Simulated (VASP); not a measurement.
# CdS (P6_3mc) in VASP: further runs

CdS is run at these levels: r2SCAN; tasks: single point, relaxation of shape and atoms at fixed volume.

Everything below comes from runs of VASP 6.6.1. Logs are shortened: lines on timing, memory, paths and dates and some standing lists are left out, and cuts for length are marked.

### 1 The cell of the first run

It takes space group P6_3mc (No. 186, hexagonal). Conventional cell: a = 3.989 Å, b = 3.989 Å, c = 6.486 Å, α = 90.00°, β = 90.00°, γ = 120.00°. Within 3.2 Å of Cd (site symmetry 3m) lie 4 S at 2.44 Å. Within 3.2 Å of S (site symmetry 3m) lie 4 Cd at 2.44 Å.

### 2 Single point, r2SCAN (22.35 Å³/atom)

POSCAR

```
CdS
1.0
    3.9894483066      0.0000000000      0.0000000000
   -1.9947241533      3.4549635806      0.0000000000
    0.0000000000      0.0000000000      6.4864563277
Cd S
2 2
Direct
    0.3333333333      0.6666666667     -0.0008358634
    0.6666666667      0.3333333333      0.4991641366
    0.3333333333      0.6666666667      0.3758358634
    0.6666666667      0.3333333333      0.8758358634
```

INCAR.step1

```
SYSTEM = CdS
ALGO     = Normal         ! electronic algorithm
EDIFF    = 1E-4           ! SCF threshold, eV
ENCUT    = 520            ! plane-wave cutoff, eV
GGA      = PE             ! functional
ISMEAR   = 0              ! smearing method
LASPH    = .True.         ! aspherical terms in the spheres
LCHARG   = .False.        ! write CHGCAR
LREAL    = .False.        ! projectors in reciprocal space
LWAVE    = .True.         ! write WAVECAR
NBANDS   = 26             ! bands
NELM     = 60             ! most SCF steps
PREC     = Accurate       ! precision mode
SIGMA    = 0.02           ! smearing width, eV
```

INCAR.step2

```
SYSTEM = CdS
ALGO     = Normal         ! electronic algorithm
EDIFF    = 1E-6           ! SCF threshold, eV
ENCUT    = 520            ! plane-wave cutoff, eV
ISIF     = 2              ! what is computed and relaxed
ISMEAR   = 0              ! smearing method
ISTART   = 1            
LASPH    = .True.         ! aspherical terms in the spheres
LCHARG   = .False.        ! write CHGCAR
LMIXTAU  = .True.       
LREAL    = .False.        ! projectors in reciprocal space
LWAVE    = .False.        ! write WAVECAR
METAGGA  = R2SCAN         ! meta-GGA
NBANDS   = 26             ! bands
NELM     = 60             ! most SCF steps
PREC     = Accurate       ! precision mode
SIGMA    = 0.02           ! smearing width, eV
```

KPOINTS

```
k-points
0
Gamma
  6 6 4
  0 0 0
```

Potentials or basis: VASP PAW PBE potentials, release 64 (Cd, S).

Run with:

```sh
> cat potpaw_PBE.64/Cd/POTCAR potpaw_PBE.64/S/POTCAR > POTCAR
> cp INCAR.step1 INCAR
> mpirun -np 1 vasp_std > vasp.out
> cp INCAR.step2 INCAR
> mpirun -np 1 vasp_std > vasp.out
```

OUTCAR:

```text
SYSTEM = CdS
   EDIFF = 1E-6
   ENCUT = 520
   ISIF = 2
   ISMEAR = 0
   ISTART = 1
   LASPH = .True.
   LREAL = .False.
   METAGGA = R2SCAN
   NELM = 60
   PREC = Accurate

 ion  position               nearest neighbor table
   1  0.333  0.667  0.999-   4 2.44   4 2.44   4 2.44   3 2.44
   2  0.667  0.333  0.499-   3 2.44   3 2.44   3 2.44   4 2.44
   3  0.333  0.667  0.376-   2 2.44   2 2.44   2 2.44   1 2.44
   4  0.667  0.333  0.876-   1 2.44   1 2.44   1 2.44   2 2.44

  LATTYP: Found a hexagonal cell.
 ALAT       =     3.9894483066
 C/A-ratio  =     1.6259030897

  Lattice vectors:

 A1 = (   3.9894483066,   0.0000000000,   0.0000000000)
 A2 = (  -1.9947241533,   3.4549635806,   0.0000000000)
 A3 = (   0.0000000000,   0.0000000000,   6.4864563277)

Analysis of symmetry for initial positions (statically):
=====================================================================
 Subroutine PRICEL returns:
 Original cell was already a primitive cell.

 Routine SETGRP: Setting up the symmetry group for a
 hexagonal supercell.

 Subroutine GETGRP returns: Found 12 space group operations
 (whereof  6 operations were pure point group operations)
 out of a pool of 24 trial point group operations.

The static configuration has the point symmetry C_3v.
 The point group associated with its full space group is C_6v.

Analysis of symmetry for dynamics (positions and initial velocities):
=====================================================================
 Subroutine PRICEL returns:
 Original cell was already a primitive cell.

 Routine SETGRP: Setting up the symmetry group for a
 hexagonal supercell.

 Subroutine GETGRP returns: Found 12 space group operations
 (whereof  6 operations were pure point group operations)
 out of a pool of 24 trial point group operations.

The dynamic configuration has the point symmetry C_3v.
 The point group associated with its full space group is C_6v.

 Subroutine INISYM returns: Found 12 space group operations
 (whereof  6 operations are pure point group operations),
 and found     1 'primitive' translations

----------------------------------------------------------------------------------------

                                     Primitive cell

  volume of cell :      89.4054

  direct lattice vectors                    reciprocal lattice vectors
     3.989448307  0.000000000  0.000000000     0.250661225  0.144719326  0.000000000
    -1.994724153  3.454963581  0.000000000     0.000000000  0.289438652  0.000000000
     0.000000000  0.000000000  6.486456328     0.000000000  0.000000000  0.154167383

  length of vectors
     3.989448307  3.989448307  6.486456328     0.289438652  0.289438652  0.154167383

  position of ions in fractional coordinates (direct lattice)
     0.333333333  0.666666667  0.999164137
     0.666666667  0.333333333  0.499164137
     0.333333333  0.666666667  0.375835863
     0.666666667  0.333333333  0.875835863

  ion indices of the primitive-cell ions
   primitive index   ion index
                 1           1
                 2           2
                 3           3
                 4           4

----------------------------------------------------------------------------------------

 KPOINTS: k-points

Automatic generation of k-mesh.
 Grid dimensions read from file:
 generate k-points for:    6    6    4

 Generating k-lattice:

  Cartesian coordinates                     Fractional coordinates (reciprocal lattice)
     0.041776871  0.024119888  0.000000000     0.166666667 -0.000000000  0.000000000
     0.000000000  0.048239775  0.000000000     0.000000000  0.166666667  0.000000000
     0.000000000  0.000000000  0.038541846     0.000000000  0.000000000  0.250000000

  Length of vectors
     0.048239775  0.048239775  0.038541846

  Shift w.r.t. Gamma in fractional coordinates (k-lattice)
     0.000000000  0.000000000  0.000000000

 Subroutine IBZKPT returns following result:
 ===========================================

 Found     21 irreducible k-points:

 Following reciprocal coordinates:
            Coordinates               Weight
  0.000000  0.000000  0.000000      1.000000
  0.166667  0.000000  0.000000      6.000000
  0.333333 -0.000000  0.000000      6.000000
  0.500000  0.000000  0.000000      3.000000
  0.166667  0.166667  0.000000      6.000000
  0.333333  0.166667  0.000000     12.000000
[... 13 lines left out ...]
  0.333333  0.166667  0.500000     12.000000
  0.333333  0.333333  0.500000      2.000000
   k-points           NKPTS =     21   k-points in BZ     NKDIM =     21   number of bands    NBANDS=     26
   number of dos      NEDOS =    301   number of ions     NIONS =      4
   total plane-waves  NPLWV =  43200
   dimension x,y,z NGX =    30 NGY =   30 NGZ =   48
   dimension x,y,z NGXF=    60 NGYF=   60 NGZF=   96
   ions per type =               2   2
   NGX,Y,Z   is equivalent  to a cutoff of  12.50, 12.50, 12.30 a.u.
   NGXF,Y,Z  is equivalent  to a cutoff of  25.00, 25.00, 24.60 a.u.
 SYSTEM =  CdS
   PREC   = accura    normal or accurate (medium, high low for compatibility)
   ISTART =      1    job   : 0-new  1-cont  2-samecut
   ICHARG =      0    charge: 1-file 2-atom 10-const
   ISPIN  =      1    spin polarized calculation?
   LNONCOLLINEAR =      F non collinear calculations
   LSORBIT =      F    spin-orbit coupling
   LASPH  =      T    aspherical Exc in radial PAW
   ENCUT  =  520.0 eV  38.22 Ry    6.18 a.u.   7.42  7.42 12.06*2*pi/ulx,y,z
   NELM   =     60;   NELMIN=  2; NELMDL=  0     # of ELM steps
   EDIFF  = 0.1E-05   stopping-criterion for ELM
   LREAL  =      F    real-space projection
[... 7 lines left out ...]
   TEBEG  =    0.0;   TEEND  =   0.0 temperature during run
   PSTRESS=    0.0 pullay stress
   NELECT =      36.0000    total number of electrons
   NUPDOWN=      -1.0000    fix difference up-down
   EMIN   =  10.00;   EMAX   =-10.00  energy-range for DOS
   EFERMI =   0.00;   METHOD = LEGACY
   ISMEAR =     0;   SIGMA  =   0.02  broadening in eV -4-tet -1-fermi 0-gaus
   EFERMI_NEDOS =   21; number of points for ismear=-14 and -15
   IALGO  =     38    algorithm
   IMIX   =      4    mixing-type and parameters
     AMIX     =   0.40;   BMIX     =  1.00
     AMIX_MAG =   1.60;   BMIX_MAG =  1.00
  volume/ion in A,a.u.               =      22.35       150.83
  Fermi-wavevector in a.u.,A,eV,Ry     =   1.208893  2.284476 19.883845  1.461421
  Thomas-Fermi vector in A             =   2.344487
   LORBIT       =      0    0 simple, 1 ext, 2 COOP (PROOUT), +10 PAW based schemes
   METAGGA = R2SCAN    functional components
   LHFCALC =     F    Hartree Fock is set to
   AEXX    =    0.0000 exact exchange contribution
   IVDW    =     0    specifies the selected vdW correction
   LEPSILON=     F    determine dielectric tensor
   LRPA    =     F    only Hartree local field effects (RPA)
 non-spin polarized calculation
 Gauss-broadening in eV      SIGMA  =   0.02
  energy-cutoff  :      520.00
  volume of cell :       89.41
 maximum number of plane-waves:      2436
 NGX is ok and might be reduce to    30
   NGX = 15   NGY = 15   NGZ = 25

 number of electron      35.9999990 magnetization

 Free energy of the ion-electron system (eV)
  ---------------------------------------------------
  ext. energy  EPLUGINS =         0.00000000
  ---------------------------------------------------
  free energy    TOTEN  =       -58.99967890 eV

  energy without entropy =      -58.99967890  energy(sigma->0) =      -58.99967890

 E-fermi :   2.1334     XC(G=0): -10.2579

 val. band max:        2.0211224045   @ k =   0.0000   0.0000   0.0000
 cond. band min:       3.9552831681   @ k =   0.0000   0.0000   0.0000
 fundamental gap:      1.9341607636
 Fermi energy:         2.1334210021

 k-point     1 :       0.0000    0.0000    0.0000
  band No.  band energies     occupation
      1     -11.5900      2.00000
      2     -11.0469      2.00000
      3      -6.3823      2.00000
      4      -6.3743      2.00000
      5      -6.3743      2.00000
      6      -6.2545      2.00000
[... 18 lines left out ...]
     25      10.2031      0.00000
     26      10.5782      0.00000

 k-point     2 :       0.1667    0.0000    0.0000
  band No.  band energies     occupation
      1     -11.4707      2.00000
      2     -10.9958      2.00000
      3      -6.3420      2.00000
      4      -6.3222      2.00000
      5      -6.2897      2.00000
      6      -6.1906      2.00000
[... 18 lines left out ...]
     25      10.2292      0.00000
     26      10.8873      0.00000

 k-point     3 :       0.3333   -0.0000    0.0000
  band No.  band energies     occupation
      1     -11.2125      2.00000
      2     -10.9105      2.00000
      3      -6.2702      2.00000
      4      -6.2410      2.00000
      5      -6.0877      2.00000
      6      -6.0244      2.00000
[... 18 lines left out ...]
     25      10.8901      0.00000
     26      11.9091      0.00000

 k-point     4 :       0.5000    0.0000    0.0000
  band No.  band energies     occupation
      1     -11.0602      2.00000
      2     -10.8905      2.00000
      3      -6.2519      2.00000
      4      -6.2152      2.00000
      5      -5.9546      2.00000
      6      -5.9497      2.00000
[... 18 lines left out ...]
     25      10.9923      0.00000
     26      13.4261      0.00000
[... 409 lines left out ...]
      1     -11.0926      2.00000
      2     -11.0926      2.00000
      3      -6.2026      2.00000
      4      -6.2026      2.00000
      5      -6.1643      2.00000
      6      -6.1643      2.00000
[... 18 lines left out ...]
     25      10.6460      0.00000
     26      10.6460      0.00000

 k-point    20 :       0.3333    0.1667    0.5000
  band No.  band energies     occupation
      1     -10.9617      2.00000
      2     -10.9617      2.00000
      3      -6.1684      2.00000
      4      -6.1684      2.00000
      5      -6.0905      2.00000
      6      -6.0905      2.00000
[... 18 lines left out ...]
     25      11.2156      0.00000
     26      11.2156      0.00000

 k-point    21 :       0.3333    0.3333    0.5000
  band No.  band energies     occupation
      1     -10.9198      2.00000
      2     -10.9198      2.00000
      3      -6.1200      2.00000
      4      -6.1200      2.00000
      5      -6.0931      2.00000
      6      -6.0931      2.00000
[... 18 lines left out ...]
     25      11.8514      0.00000
     26      11.8514      0.00000

------------------------ aborting loop because EDIFF is reached ----------------------------------------

  FORCE on cell =-STRESS in cart. coord.  units (eV):
  Direction    XX          YY          ZZ          XY          YZ          ZX
  --------------------------------------------------------------------------------------
  -------------------------------------------------------------------------------------
  Total        6.0332100      6.0332100      6.0449378      0.0000000      0.0000000      0.0000000
  in kB      108.1173053    108.1173053    108.3274714      0.0000000      0.0000000      0.0000000
  external PRESSURE =     108.1873606 kB  Pullay stress =       0.0000000 kB

 VOLUME and BASIS-vectors are now :
 -----------------------------------------------------------------------------
  energy-cutoff  :      520.00
  volume of cell :       89.41
      direct lattice vectors                 reciprocal lattice vectors
     3.989448307  0.000000000  0.000000000     0.250661225  0.144719326  0.000000000
    -1.994724153  3.454963581  0.000000000     0.000000000  0.289438652  0.000000000
     0.000000000  0.000000000  6.486456328     0.000000000  0.000000000  0.154167383

 POSITION                                       TOTAL-FORCE (eV/Angst)
 -----------------------------------------------------------------------------------
     -0.00000      2.30331      6.48103         0.000000     -0.000000      0.008971
      1.99472      1.15165      3.23781        -0.000000      0.000000      0.008971
     -0.00000      2.30331      2.43784        -0.000000      0.000000     -0.008971
      1.99472      1.15165      5.68107        -0.000000      0.000000     -0.008971
 -----------------------------------------------------------------------------------
    total drift:                               -0.000000     -0.000000     -0.000499

  FREE ENERGIE OF THE ION-ELECTRON SYSTEM (eV)
  ---------------------------------------------------
  free  energy   TOTEN  =       -58.9996788980 eV

  energy  without entropy=      -58.9996788980  energy(sigma->0) =      -58.99967890
```

Run time: 94 s. Hardware: 1 thread of Intel Xeon Platinum 8488C (Sapphire Rapids), shared host; peak memory 0.23 GiB.

Results:

```
Free energy            : -58.9997 eV
Pressure               : 10.8 GPa
Largest force          : 0.009 eV/Å
Band gap on the k mesh : 1.93 eV
```

Forces on the atoms (eV/Å):
```
Cd   0.000  0.000  0.009
Cd   0.000  0.000  0.009
S    0.000  0.000 -0.009
S    0.000  0.000 -0.009
```

Levels at points of the mesh, in eV from the valence-band top:
```tsv
k point	band 15	band 16	band 17	band 18	band 19	band 20	band 21	band 22
(0.00, 0.00, 0.00)	-0.94	-0.07	0.00	0.00	1.93	3.38	6.93	6.93
(0.50, 0.00, 0.00)	-3.22	-2.34	-1.61	-0.95	4.20	4.41	5.35	7.32
(0.00, 0.00, 0.50)	-0.49	-0.49	-0.49	-0.49	3.54	3.54	6.77	6.77
(0.50, 0.00, 0.50)	-1.68	-1.68	-1.63	-1.63	3.89	3.89	5.83	5.83
```

Caveat: the cell stands under pressure; the PAW data sets were made with another functional, which shifts forces and pressure a little.

### 3 Single point, r2SCAN (23.11 Å³/atom)

This run uses another cell than the first one, of 23.11 Å³/atom.

POSCAR

```
CdS
1.0
    4.0353111970      0.0000000000      0.0000000000
   -2.0176555985      3.4946820088      0.0000000000
    0.0000000000      0.0000000000      6.5559832870
Cd S
2 2
Direct
    0.3333333333      0.6666666667     -0.0009748770
    0.6666666667      0.3333333333      0.4990251230
    0.3333333333      0.6666666667      0.3759748770
    0.6666666667      0.3333333333      0.8759748770
```

INCAR.step1

```
PREC = Accurate ; ENCUT = 520
ISMEAR = 0 ; SIGMA = 0.02
LREAL = False ; LASPH = True
NELM = 60 ; NBANDS = 26
GGA = PE ; ALGO = Normal
EDIFF = 1E-4 ; LWAVE = True
LCHARG = False
```

INCAR.step2

```
PREC = Accurate ; ENCUT = 520
EDIFF = 1E-7 ; ISMEAR = 0
SIGMA = 0.02 ; LREAL = False
LASPH = True ; NELM = 60
ALGO = Normal ; ISIF = 2
LWAVE = False ; LCHARG = False
METAGGA = R2SCAN ; LMIXTAU = True
NBANDS = 26 ; ISTART = 1
```

KPOINTS

```
Automatic mesh
0
Gamma
  6 6 4
```

Potentials or basis: VASP PAW PBE potentials, release 64 (Cd, S).

Run with:

```sh
> cat potpaw_PBE.64/Cd/POTCAR potpaw_PBE.64/S/POTCAR > POTCAR
> cp INCAR.step1 INCAR
> mpirun -np 1 vasp_std > vasp.out
> cp INCAR.step2 INCAR
> mpirun -np 1 vasp_std > vasp.out
```

Run time: 2.6 min. Hardware: 1 thread of Intel Xeon Platinum 8488C (Sapphire Rapids), shared host; peak memory 0.23 GiB.

The run converged. Its results:

```yaml
Free_energy: -59.1734 eV
Pressure: 7.5 GPa
Largest_force: 0.008 eV/Å
Band_gap_on_the_k_mesh: 1.86 eV
```

Forces in eV/Å, atoms in the order of the input:
```
Cd   0.000  0.000  0.008
Cd   0.000  0.000  0.008
S    0.000  0.000 -0.008
S    0.000  0.000 -0.008
```

Levels at points of the mesh, in eV from the valence-band top:
```tsv
k point	band 16	band 17	band 18	band 19	band 20	band 21
(0.00, 0.00, 0.00)	-0.06	0.00	0.00	1.86	3.34	6.96
(0.50, 0.00, 0.00)	-2.21	-1.51	-0.89	4.23	4.35	5.38
(0.00, 0.00, 0.50)	-0.46	-0.46	-0.46	3.48	3.48	6.74
(0.50, 0.00, 0.50)	-1.58	-1.54	-1.54	3.90	3.90	5.83
```

Caveat: the cell stands under pressure; the PAW data sets were made with another functional, which shifts forces and pressure a little.

### 4 Single point, r2SCAN (27.94 Å³/atom)

This run uses another cell than the first one, of 27.94 Å³/atom.

POSCAR

```
CdS
1.0
    4.2986042468      0.0000000000      0.0000000000
   -2.1493021234      3.7227004786      0.0000000000
    0.0000000000      0.0000000000      6.9837433159
Cd S
2 2
Direct
    0.3333333333      0.6666666667     -0.0009748770
    0.6666666667      0.3333333333      0.4990251230
    0.3333333333      0.6666666667      0.3759748770
    0.6666666667      0.3333333333      0.8759748770
```

INCAR.step1

```
ALGO     = Normal         # electronic algorithm
EDIFF    = 1E-4           # SCF threshold, eV
ENCUT    = 520            # plane-wave cutoff, eV
GGA      = PE             # functional
ISMEAR   = 0              # smearing method
LASPH    = T              # aspherical terms in the spheres
LCHARG   = F              # write CHGCAR
LREAL    = F              # projectors in reciprocal space
LWAVE    = T              # write WAVECAR
NBANDS   = 26             # bands
NELM     = 100            # most SCF steps
PREC     = Accurate       # precision mode
SIGMA    = 0.02           # smearing width, eV
```

INCAR.step2

```
ALGO     = Normal         # electronic algorithm
EDIFF    = 1E-7           # SCF threshold, eV
ENCUT    = 520            # plane-wave cutoff, eV
ISIF     = 2              # what is computed and relaxed
ISMEAR   = 0              # smearing method
ISTART   = 1            
LASPH    = T              # aspherical terms in the spheres
LCHARG   = F              # write CHGCAR
LMIXTAU  = T            
LREAL    = F              # projectors in reciprocal space
LWAVE    = F              # write WAVECAR
METAGGA  = R2SCAN         # meta-GGA
NBANDS   = 26             # bands
NELM     = 100            # most SCF steps
PREC     = Accurate       # precision mode
SIGMA    = 0.02           # smearing width, eV
```

KPOINTS

```
k-points
0
Gamma
  6 6 4
```

Run with:

```sh
> cat potpaw_PBE.64/Cd/POTCAR potpaw_PBE.64/S/POTCAR > POTCAR
> cp INCAR.step1 INCAR
> mpirun -np 1 vasp_std > vasp.out
> cp INCAR.step2 INCAR
> mpirun -np 1 vasp_std > vasp.out
```

Wall time 3.2 min (1 thread of Intel Xeon Platinum 8488C (Sapphire Rapids), shared host); peak memory 0.26 GiB.

Results (log left out):

```yaml
Free_energy: -59.2372 eV
Pressure: -4.5 GPa
Largest_force: 0.003 eV/Å
Band_gap_on_the_k_mesh: 1.38 eV
```

Forces in eV/Å, atoms in the order of the input:
```
Cd   0.000  0.000 -0.003
Cd   0.000  0.000 -0.003
S    0.000  0.000  0.003
S    0.000  0.000  0.003
```

Levels at points of the mesh, in eV from the valence-band top:
```tsv
k point	band 15	band 16	band 17	band 18	band 19	band 20	band 21	band 22
(0.00, 0.00, 0.00)	-0.62	-0.02	0.00	0.00	1.38	3.06	6.97	6.97
(0.50, 0.00, 0.00)	-2.21	-1.55	-1.05	-0.62	3.90	4.20	5.44	6.47
(0.00, 0.00, 0.50)	-0.32	-0.32	-0.32	-0.32	3.01	3.01	6.48	6.48
(0.50, 0.00, 0.50)	-1.11	-1.11	-1.09	-1.09	3.78	3.78	5.70	5.70
```

Caveat: the cell stands under tension; the PAW data sets were made with another functional, which shifts forces and pressure a little.

(Part 1 of 2 ends here.)
